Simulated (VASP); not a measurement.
Wanted: the native input for a VASP 6.6.1 run.

- Task: relaxation of cell and atoms
- Functional: r2SCAN
- Potentials or basis: VASP PAW PBE potentials, release 64 (Ag)
- Cutoff: 600 eV
- k mesh: 18 × 18 × 18
- Occupations: fermi-dirac, width 0.1 eV
- Spin: no spin polarisation
- Dipole correction: no
- Further INCAR settings: ALGO = Normal; EDIFF = 1e-07; IBRION = 2; EDIFFG = -0.005; NSW = 60; ISIF = 3

The system is Ag.

```xyz
1
Lattice="0.0000 2.0428 2.0428 2.0428 0.0000 2.0428 2.0428 2.0428 0.0000" Properties=species:S:1:pos:R:3 pbc="T T T"
Ag    0.0000    0.0000    0.0000
```

The input as run:

POSCAR

```
Ag
1.0
    0.0000000000      2.0428264039      2.0428264039
    2.0428264039      0.0000000000      2.0428264039
    2.0428264039      2.0428264039      0.0000000000
Ag
1
Direct
    0.0000000000      0.0000000000      0.0000000000
```

INCAR.step1

```
SYSTEM = Ag
  PREC = Accurate
  ENCUT = 600
  ISMEAR = -1
  SIGMA = 0.1
  LREAL = .False.
  LASPH = .True.
  NELM = 60
  GGA = PE
  ALGO = Normal
  EDIFF = 1E-4
  LWAVE = .True.
  LCHARG = .False.
```

INCAR.step2

```
SYSTEM = Ag
  PREC = Accurate
  ENCUT = 600
  EDIFF = 1E-7
  ISMEAR = -1
  SIGMA = 0.1
  LREAL = .False.
  LASPH = .True.
  NELM = 60
  ALGO = Normal
  ISIF = 3
  LWAVE = .False.
  LCHARG = .False.
  METAGGA = R2SCAN
  LMIXTAU = .True.
  IBRION = 2
  NSW = 60
  EDIFFG = -0.005
  ISTART = 1
```

KPOINTS

```
Automatic mesh
0
Gamma
  18 18 18
  0 0 0
```

Potentials or basis: VASP PAW PBE potentials, release 64 (Ag).

The run is started by

```bash
$ cat potpaw_PBE.64/Ag/POTCAR > POTCAR
$ cp INCAR.step1 INCAR
$ mpirun -np 1 vasp_std > vasp.out
$ cp INCAR.step2 INCAR
$ mpirun -np 1 vasp_std > vasp.out
```

It gave:

* Relaxed volume: 17.31 Å³/atom
* Relaxed cell: a = 2.903 Å, b = 2.903 Å, c = 2.903 Å, α = 60.00°, β = 60.00°, γ = 60.00°
* Space group after relaxing (to 0.05 Å): Fm-3m (No. 225)
* Energy gained by relaxing: 1.3 meV/atom
* Ionic steps: 3
* Pressure after relaxing: 0.0 GPa

Caveat: the PAW data sets were made with another functional, which shifts forces and pressure a little.

It took 11 min on 1 thread of AMD EPYC 7R13 (shared host), peak memory 0.16 GiB.
